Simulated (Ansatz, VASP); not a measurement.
## Two plane-wave programs on ZnH5

```xyz
6
Lattice="4.3855 0.0000 0.0000 -2.1928 3.7980 0.0000 0.0000 0.0000 6.5082" Properties=species:S:1:pos:R:3 pbc="T T T"
Zn    0.0000    0.0000    0.0000
H     0.0000    0.0000    3.6300
H     0.0000    0.0000    2.8782
H    -0.7673    2.9750    0.0000
H     0.0000    1.6460    0.0000
H     0.7673    2.9750    0.0000
```

Alike in both runs: functional PBE; k mesh 12 × 12 × 6; occupations gaussian, width 0.1 eV; no spin polarisation.

Ansatz relaxed the structure, and its values are those at the end. VASP's run is a single point on that final structure, the one shown.

|  | VASP | Ansatz |
| --- | --- | --- |
| version | VASP 6.6.1 | Ansatz 0.2.0 |
| potentials or method | VASP PAW PBE potentials, release 64 (Zn, H), cutoff 520 eV | scalar-relativistic, plane waves, PAW |
| valence electrons in the cell | 17 | 17 |

Ansatz gave:

- gap on the k mesh at the Fermi level (eV): none
- pressure (GPa): 0.0
- rms of the force components (eV/Å): 0.000

Q: Estimate VASP's values.

A: gap on the k mesh at the Fermi level (eV): none; pressure (GPa): 0.0; rms of the force components (eV/Å): 0.012.

A gap of «none» marks a metal or a gap that the smearing closes. Ansatz's warnings: xc potential rough in thin density.
